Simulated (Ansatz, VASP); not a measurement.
**One calculation of FeGe, two programs**

File INCAR:

```
SYSTEM = FeGe
ALGO = Normal
EDIFF = 1E-6
EDIFFG = -0.01
ENCUT = 600
GGA = CA
IBRION = 2
ISIF = 3
ISMEAR = -1
ISPIN = 2
LASPH = .True.
LCHARG = .False.
LMAXMIX = 4
LORBIT = 11
LREAL = .False.
LWAVE = .False.
MAGMOM = 0 0 0 3 3 3
NELM = 150
NSW = 60
PREC = Accurate
SIGMA = 0.05
```

The input KPOINTS:

```
k-points
0
Gamma
  6 6 7
  0 0 0
```

The input POSCAR:

```
FeGe
1.0
    4.9976023358      0.0000000000      0.0000000000
   -2.4988011679      4.3280505808      0.0000000000
    0.0000000000      0.0000000000      4.1157613500
Ge Fe
3 3
Direct
    0.6666666667      0.3333333333      0.5000000000
    0.3333333333      0.6666666667      0.5000000000
    0.0000000000      0.0000000000      0.0000000000
    0.0000000000      0.5000000000      0.0000000000
    0.5000000000      0.5000000000      0.0000000000
    0.5000000000      0.0000000000      0.0000000000
```

input.yaml

```yaml
crystal:
  lattice:
    - [4.9976023358, 0.0, 0.0]
    - [-2.4988011679, 4.3280505808, 0.0]
    - [0.0, 0.0, 4.11576135]
  atoms:
    - { symbol: Ge, position: [0.6666666667, 0.3333333333, 0.5] }
    - { symbol: Ge, position: [0.3333333333, 0.6666666667, 0.5] }
    - { symbol: Ge, position: [0.0, 0.0, 0.0] }
    - { symbol: Fe, position: [0.0, 0.5, 0.0], spin: 3.0 }
    - { symbol: Fe, position: [0.5, 0.5, 0.0], spin: 3.0 }
    - { symbol: Fe, position: [0.5, 0.0, 0.0], spin: 3.0 }
hamiltonian:
  xc: lda
  pseudopotentials: { kind: paw }
magnetization:
  spin_polarized: true
kpoints:
  mp_grid: { grid: [6, 6, 7] }
scf:
  occupations: { method: fermi_dirac, width: 0.05 }
output:
  forces: true
  stress: true
  eigenvalues: true
  write_density: true
  write_potential: true
  elf: true
  volumetric_format: npy
relax:
  f_tol: 0.01
  max_steps: 40
  cell: { stress_tol: 0.05 }
```

Alike in both runs: task relaxation of cell and atoms; functional LDA; k mesh 6 × 6 × 7; occupations fermi-dirac, width 0.05 eV; collinear spin.

|  | VASP | Ansatz |
| --- | --- | --- |
| version | VASP 6.6.1 | Ansatz 0.2.0 |
| potentials or method | VASP PAW LDA potentials, release 64 (Ge_d, Fe) | Ansatz PAW |
| plane-wave cutoff (eV) | 600 | 420 |
| valence electrons in the cell | 66 | 90 |

```tsv
	VASP	Ansatz	Ansatz less VASP
gap on the k mesh at the Fermi level, each at its own relaxed structure (eV)	none	none	-
net moment per atom (μB)	0.53	0.54	+0.015
size of the moment on the site where the two differ most (μB)	1.09	1.12	+0.032
relaxed volume (Å³/atom)	13.36	13.34	-0.022
relaxed cell length with the largest relative difference (Å)	4.874	4.869	-0.0055
```

LDA's correlation is that of Perdew and Zunger in VASP and of Perdew and Wang (1992) in Ansatz. Site moments also hang on the region over which each program counts them. A gap of «none» marks a metal or a gap that the smearing closes. VASP's potentials hold 66 valence electrons a cell and Ansatz's 90, so a difference there can come from the potentials and not from the codes.

Noted on Ansatz's run: the plane-wave basis is chosen anew once the cell has moved, so the energies of steps on either side of that aren't comparable.
